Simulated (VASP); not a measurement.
# SrTaO2 (P4/nmm) in VASP: single point with r2SCAN

Aim: the single point of SrTaO2 with r2SCAN.

Program: VASP 6.6.1. These are calculated values, not measurements. Logs are shortened: lines on timing, memory, paths and dates and some standing lists are left out, and cuts for length are marked.

**1. The cell of the first run**

Symmetry: P4/nmm, No. 129, tetragonal system. Conventional cell: a = 3.965 Å, b = 3.965 Å, c = 15.871 Å, α = 90.00°, β = 90.00°, γ = 90.00°. Sr (site symmetry 4mm) has 9 O at 2.45 to 2.81 Å within 3.2 Å. Sr (site symmetry 4mm) has 8 O at 2.80 to 2.87 Å and 9 Ta at 3.19 to 3.56 Å within 3.7 Å. Within 2.6 Å of Ta (site symmetry 4mm) lie 6 O at 1.98 to 2.10 Å. Within 3.0 Å of Ta (site symmetry 4mm) lie 1 O at 2.20 Å and 4 Ta at 2.98 Å. Within 2.6 Å of O (site symmetry 2mm) lie 2 Ta at 1.98 Å. Within 2.9 Å of O (site symmetry 4mm) lie 2 Ta at 2.00 to 2.20 Å and 4 Sr at 2.80 Å and 4 O at 2.87 Å. Within 2.9 Å of O (site symmetry 4mm) lie 1 Ta at 2.10 Å and 5 Sr at 2.45 to 2.81 Å and 4 O at 2.84 Å.

**2. Single point, r2SCAN**

Contents of POSCAR:

```
SrTaO2
1.0
    3.9654847499      0.0000000000      0.0000000000
    0.0000000000      3.9654847499      0.0000000000
    0.0000000000      0.0000000000     15.8710561383
Sr Ta O
4 4 8
Direct
    0.5000000000      0.0000000000      0.5826909268
    0.5000000000      0.0000000000      0.8304614948
    0.0000000000      0.5000000000      0.4173090732
    0.0000000000      0.5000000000      0.1695385052
    0.0000000000      0.5000000000      0.7040593033
    0.0000000000      0.5000000000      0.9683830847
    0.5000000000      0.0000000000      0.2959406967
    0.5000000000      0.0000000000      0.0316169153
    0.5000000000      0.5000000000      0.6996402278
    0.0000000000      0.0000000000      0.6996402278
    0.0000000000      0.5000000000      0.8300794237
    0.0000000000      0.5000000000      0.5719255434
    0.5000000000      0.5000000000      0.3003597722
    0.0000000000      0.0000000000      0.3003597722
    0.5000000000      0.0000000000      0.1699205763
    0.5000000000      0.0000000000      0.4280744566
```

Contents of INCAR.step1:

```
SYSTEM = SrTaO2
PREC = Accurate
ENCUT = 520
ISMEAR = 0
SIGMA = 0.1
LREAL = Auto
LASPH = .True.
NELM = 80
NBANDS = 80
GGA = PE
ALGO = Normal
EDIFF = 1E-4
LWAVE = .True.
LCHARG = .False.
```

Contents of INCAR.step2:

```
SYSTEM = SrTaO2
PREC = Accurate
ENCUT = 520
EDIFF = 1E-6
ISMEAR = 0
SIGMA = 0.1
LREAL = Auto
LASPH = .True.
NELM = 80
ALGO = Normal
ISIF = 2
LWAVE = .False.
LCHARG = .False.
METAGGA = R2SCAN
LMIXTAU = .True.
NBANDS = 80
ISTART = 1
```

Contents of KPOINTS:

```
regular mesh
0
Gamma
  8 8 2
  0 0 0
```

Potentials or basis: VASP PAW PBE potentials, release 64 (Sr_sv, Ta_pv, O).

Started as:

```
cat potpaw_PBE.64/Sr_sv/POTCAR potpaw_PBE.64/Ta_pv/POTCAR potpaw_PBE.64/O/POTCAR > POTCAR
cp INCAR.step1 INCAR
mpirun -np 1 vasp_std > vasp.out
cp INCAR.step2 INCAR
mpirun -np 1 vasp_std > vasp.out
```

OUTCAR:

```text
SYSTEM = SrTaO2
   PREC = Accurate
   ENCUT = 520
   EDIFF = 1E-6
   ISMEAR = 0
   LREAL = Auto
   LASPH = .True.
   NELM = 80
   ISIF = 2
   METAGGA = R2SCAN
   ISTART = 1

 ion  position               nearest neighbor table
   1  0.500  0.000  0.583-  16 2.45  10 2.72   9 2.72   9 2.72  10 2.72  12 2.81  12 2.81  12 2.81
                            12 2.81   5 3.40   5 3.40   5 3.40   5 3.40   3 3.84   3 3.84   3 3.84
   2  0.500  0.000  0.830-  11 2.80  11 2.80  11 2.80  11 2.80  10 2.87  10 2.87   9 2.87   9 2.87
                             8 3.19   5 3.45   5 3.45   5 3.45   5 3.45   6 3.56   6 3.56   6 3.56
   3  0.000  0.500  0.417-  12 2.45  13 2.72  14 2.72  14 2.72  13 2.72  16 2.81  16 2.81  16 2.81
                            16 2.81   7 3.40   7 3.40   7 3.40   7 3.40   1 3.84   1 3.84   1 3.84
   4  0.000  0.500  0.170-  15 2.80  15 2.80  15 2.80  15 2.80  14 2.87  13 2.87  13 2.87  14 2.87
                             6 3.19   7 3.45   7 3.45   7 3.45   7 3.45   8 3.56   8 3.56   8 3.56
   5  0.000  0.500  0.704-   9 1.98  10 1.98  10 1.98   9 1.98  11 2.00  12 2.10   1 3.40   1 3.40
                             1 3.40   1 3.40   2 3.45   2 3.45   2 3.45   2 3.45
   6  0.000  0.500  0.968-  11 2.20   8 2.98   8 2.98   8 2.98   8 2.98   4 3.19   2 3.56   2 3.56
                             2 3.56   2 3.56
   7  0.500  0.000  0.296-  13 1.98  14 1.98  13 1.98  14 1.98  15 2.00  16 2.10   3 3.40   3 3.40
                             3 3.40   3 3.40   4 3.45   4 3.45   4 3.45   4 3.45
   8  0.500  0.000  0.032-  15 2.20   6 2.98   6 2.98   6 2.98   6 2.98   2 3.19   4 3.56   4 3.56
                             4 3.56   4 3.56
   9  0.500  0.500  0.700-   5 1.98   5 1.98   1 2.72   1 2.72   2 2.87   2 2.87
  10  0.000  0.000  0.700-   5 1.98   5 1.98   1 2.72   1 2.72   2 2.87   2 2.87
  11  0.000  0.500  0.830-   5 2.00   6 2.20   2 2.80   2 2.80   2 2.80   2 2.80
  12  0.000  0.500  0.572-   5 2.10   3 2.45   1 2.81   1 2.81   1 2.81   1 2.81
  13  0.500  0.500  0.300-   7 1.98   7 1.98   3 2.72   3 2.72   4 2.87   4 2.87
  14  0.000  0.000  0.300-   7 1.98   7 1.98   3 2.72   3 2.72   4 2.87   4 2.87
  15  0.500  0.000  0.170-   7 2.00   8 2.20   4 2.80   4 2.80   4 2.80   4 2.80
  16  0.500  0.000  0.428-   7 2.10   1 2.45   3 2.81   3 2.81   3 2.81   3 2.81

  LATTYP: Found a simple tetragonal cell.
 ALAT       =     3.9654847499
 C/A-ratio  =     4.0022991234

  Lattice vectors:

 A1 = (   3.9654847499,   0.0000000000,   0.0000000000)
 A2 = (   0.0000000000,   3.9654847499,   0.0000000000)
 A3 = (   0.0000000000,   0.0000000000,  15.8710561383)

Analysis of symmetry for initial positions (statically):
=====================================================================
 Subroutine PRICEL returns:
 Original cell was already a primitive cell.

 Routine SETGRP: Setting up the symmetry group for a
 simple tetragonal supercell.

 Subroutine GETGRP returns: Found 16 space group operations
 (whereof  8 operations were pure point group operations)
 out of a pool of 16 trial point group operations.

The static configuration has the point symmetry D_2d.
 The point group associated with its full space group is D_4h.

Analysis of symmetry for dynamics (positions and initial velocities):
=====================================================================
 Subroutine PRICEL returns:
 Original cell was already a primitive cell.

 Routine SETGRP: Setting up the symmetry group for a
 simple tetragonal supercell.

 Subroutine GETGRP returns: Found 16 space group operations
 (whereof  8 operations were pure point group operations)
 out of a pool of 16 trial point group operations.

The dynamic configuration has the point symmetry D_2d.
 The point group associated with its full space group is D_4h.

 Subroutine INISYM returns: Found 16 space group operations
 (whereof  8 operations are pure point group operations),
 and found     1 'primitive' translations

----------------------------------------------------------------------------------------

                                     Primitive cell

  volume of cell :     249.5735

  direct lattice vectors                    reciprocal lattice vectors
     3.965484750  0.000000000  0.000000000     0.252175979  0.000000000  0.000000000
     0.000000000  3.965484750  0.000000000     0.000000000  0.252175979  0.000000000
     0.000000000  0.000000000 15.871056138     0.000000000  0.000000000  0.063007779

  length of vectors
     3.965484750  3.965484750 15.871056138     0.252175979  0.252175979  0.063007779

  position of ions in fractional coordinates (direct lattice)
     0.500000000  0.000000000  0.582690927
     0.500000000  0.000000000  0.830461495
     0.000000000  0.500000000  0.417309073
     0.000000000  0.500000000  0.169538505
     0.000000000  0.500000000  0.704059303
     0.000000000  0.500000000  0.968383085
[... 8 lines left out ...]
     0.500000000  0.000000000  0.169920576
     0.500000000  0.000000000  0.428074457

  ion indices of the primitive-cell ions
   primitive index   ion index
                 1           1
                 2           2
                 3           3
                 4           4
                 5           5
                 6           6
[... 8 lines left out ...]
                15          15
                16          16

----------------------------------------------------------------------------------------

 KPOINTS: regular mesh

Automatic generation of k-mesh.
 Grid dimensions read from file:
 generate k-points for:    8    8    2

 Generating k-lattice:

  Cartesian coordinates                     Fractional coordinates (reciprocal lattice)
     0.031521997  0.000000000  0.000000000     0.125000000  0.000000000  0.000000000
     0.000000000  0.031521997  0.000000000     0.000000000  0.125000000  0.000000000
     0.000000000  0.000000000  0.031503890     0.000000000  0.000000000  0.500000000

  Length of vectors
     0.031521997  0.031521997  0.031503890

  Shift w.r.t. Gamma in fractional coordinates (k-lattice)
     0.000000000  0.000000000  0.000000000

 Subroutine IBZKPT returns following result:
 ===========================================

 Found     30 irreducible k-points:

 Following reciprocal coordinates:
            Coordinates               Weight
  0.000000  0.000000  0.000000      1.000000
  0.125000  0.000000  0.000000      4.000000
  0.250000  0.000000  0.000000      4.000000
  0.375000  0.000000  0.000000      4.000000
  0.500000  0.000000  0.000000      2.000000
  0.125000  0.125000  0.000000      4.000000
[... 16 lines left out ...]
  0.375000  0.125000  0.500000      8.000000
  0.500000  0.125000  0.500000      4.000000
 [... further k-points ...]
   k-points           NKPTS =     30   k-points in BZ     NKDIM =     30   number of bands    NBANDS=     80
   number of dos      NEDOS =    301   number of ions     NIONS =     16
   total plane-waves  NPLWV = 108000
   dimension x,y,z NGX =    30 NGY =   30 NGZ =  120
   dimension x,y,z NGXF=    60 NGYF=   60 NGZF=  240
   ions per type =               4   4   8
   NGX,Y,Z   is equivalent  to a cutoff of  12.58, 12.58, 12.57 a.u.
   NGXF,Y,Z  is equivalent  to a cutoff of  25.15, 25.15, 25.14 a.u.
 SYSTEM =  SrTaO2
   PREC   = accura    normal or accurate (medium, high low for compatibility)
   ISTART =      1    job   : 0-new  1-cont  2-samecut
   ICHARG =      0    charge: 1-file 2-atom 10-const
   ISPIN  =      1    spin polarized calculation?
   LNONCOLLINEAR =      F non collinear calculations
   LSORBIT =      F    spin-orbit coupling
   LASPH  =      T    aspherical Exc in radial PAW
   ENCUT  =  520.0 eV  38.22 Ry    6.18 a.u.   7.37  7.37 29.51*2*pi/ulx,y,z
   NELM   =     80;   NELMIN=  2; NELMDL=  0     # of ELM steps
   EDIFF  = 0.1E-05   stopping-criterion for ELM
   LREAL  =      T    real-space projection
   EDIFFG = 0.1E-04   stopping-criterion for IOM
   NSW    =      0    number of steps for IOM
[... 5 lines left out ...]
   TEBEG  =    0.0;   TEEND  =   0.0 temperature during run
   PSTRESS=    0.0 pullay stress
   NELECT =     132.0000    total number of electrons
   NUPDOWN=      -1.0000    fix difference up-down
   EMIN   =  10.00;   EMAX   =-10.00  energy-range for DOS
   EFERMI =   0.00;   METHOD = LEGACY
   ISMEAR =     0;   SIGMA  =   0.10  broadening in eV -4-tet -1-fermi 0-gaus
   EFERMI_NEDOS =   21; number of points for ismear=-14 and -15
   IALGO  =     38    algorithm
   IMIX   =      4    mixing-type and parameters
     AMIX     =   0.40;   BMIX     =  1.00
     AMIX_MAG =   1.60;   BMIX_MAG =  1.00
  volume/ion in A,a.u.               =      15.60       105.26
  Fermi-wavevector in a.u.,A,eV,Ry     =   1.323935  2.501874 23.848346  1.752804
  Thomas-Fermi vector in A             =   2.453507
   LORBIT       =      0    0 simple, 1 ext, 2 COOP (PROOUT), +10 PAW based schemes
   METAGGA = R2SCAN    functional components
   LHFCALC =     F    Hartree Fock is set to
   AEXX    =    0.0000 exact exchange contribution
   IVDW    =     0    specifies the selected vdW correction
   LEPSILON=     F    determine dielectric tensor
   LRPA    =     F    only Hartree local field effects (RPA)
 non-spin polarized calculation
 Gauss-broadening in eV      SIGMA  =   0.10
  energy-cutoff  :      520.00
  volume of cell :      249.57
 maximum number of plane-waves:      6803
 NGX is ok and might be reduce to    30
   NGX = 15   NGY = 15   NGZ = 59

 number of electron     131.9999963 magnetization

 Free energy of the ion-electron system (eV)
  ---------------------------------------------------
  ext. energy  EPLUGINS =         0.00000000
  ---------------------------------------------------
  free energy    TOTEN  =      -343.07007100 eV

  energy without entropy =     -343.05076975  energy(sigma->0) =     -343.06042037

 E-fermi :   5.4689     XC(G=0): -11.4405

 val. band max:        5.4562564123   @ k =   0.1250   0.1250   0.0000
 cond. band min:       5.4897271593   @ k =   0.2500   0.2500   0.0000
 fundamental gap:      0.0334707470
 Fermi energy:         5.4688839999

 k-point     1 :       0.0000    0.0000    0.0000
  band No.  band energies     occupation
      1     -32.8913      2.00000
      2     -32.8913      2.00000
      3     -32.8913      2.00000
      4     -32.8913      2.00000
      5     -32.8531      2.00000
      6     -32.8495      2.00000
[... 1933 lines left out ...]
     77       8.8219      0.00000
     78       8.8219      0.00000

 [... further k-points ...]

 [bands above 78 left out]

------------------------ aborting loop because EDIFF is reached ----------------------------------------

  FORCE on cell =-STRESS in cart. coord.  units (eV):
  Direction    XX          YY          ZZ          XY          YZ          ZX
  --------------------------------------------------------------------------------------
  -------------------------------------------------------------------------------------
  Total       -3.9657051     -3.9657051     -3.6141169      0.0000000      0.0000000     -0.0000000
  in kB      -25.4584875    -25.4584875    -23.2014102      0.0000000      0.0000000     -0.0000000
  external PRESSURE =     -24.7061284 kB  Pullay stress =       0.0000000 kB

 VOLUME and BASIS-vectors are now :
 -----------------------------------------------------------------------------
  energy-cutoff  :      520.00
  volume of cell :      249.57
      direct lattice vectors                 reciprocal lattice vectors
     3.965484750  0.000000000  0.000000000     0.252175979  0.000000000  0.000000000
     0.000000000  3.965484750  0.000000000     0.000000000  0.252175979  0.000000000
     0.000000000  0.000000000 15.871056138     0.000000000  0.000000000  0.063007779

 POSITION                                       TOTAL-FORCE (eV/Angst)
 -----------------------------------------------------------------------------------
      1.98274      0.00000      9.24792         0.000000     -0.000000      0.057023
      1.98274      0.00000     13.18030         0.000000     -0.000000     -0.068112
      0.00000      1.98274      6.62314        -0.000000     -0.000000     -0.057023
      0.00000      1.98274      2.69076         0.000000     -0.000000      0.068112
      0.00000      1.98274     11.17416        -0.000000     -0.000000      0.170041
      0.00000      1.98274     15.36926        -0.000000      0.000000      0.054899
[... 8 lines left out ...]
      1.98274      0.00000      2.69682        -0.000000     -0.000000      0.266499
      1.98274      0.00000      6.79399        -0.000000     -0.000000     -0.179496
 -----------------------------------------------------------------------------------
    total drift:                                0.000000      0.000000      0.000000

  FREE ENERGIE OF THE ION-ELECTRON SYSTEM (eV)
  ---------------------------------------------------
  free  energy   TOTEN  =      -343.0700709969 eV

  energy  without entropy=     -343.0507697509  energy(sigma->0) =     -343.06042037
```

Wall time 69 min (1 thread of Oxide Virtual Turin-like, shared host); peak memory 0.55 GiB.

What came out:

- Free energy: -343.0701 eV
- Pressure: -2.5 GPa
- Largest force: 0.266 eV/Å
- Band gap on the k mesh: zero (bands 66 and 67 overlap by 0.67 eV)

Forces on the atoms (eV/Å):
```
Sr   0.000  0.000  0.057
Sr   0.000  0.000 -0.068
Sr   0.000  0.000 -0.057
Sr   0.000  0.000  0.068
Ta   0.000  0.000  0.170
Ta   0.000  0.000  0.055
Ta   0.000  0.000 -0.170
Ta   0.000  0.000 -0.055
O    0.000  0.000 -0.024
O    0.000  0.000 -0.024
O    0.000  0.000 -0.266
O    0.000  0.000  0.179
O    0.000  0.000  0.024
O    0.000  0.000  0.024
O    0.000  0.000  0.266
O    0.000  0.000 -0.179
```

Caveat: the PAW data sets were made with another functional, which shifts forces and pressure a little; spin-orbit coupling is left out, which moves the levels of the heavy elements.

The gap in the log of VASP goes by the Fermi energy; the results here count the filled bands.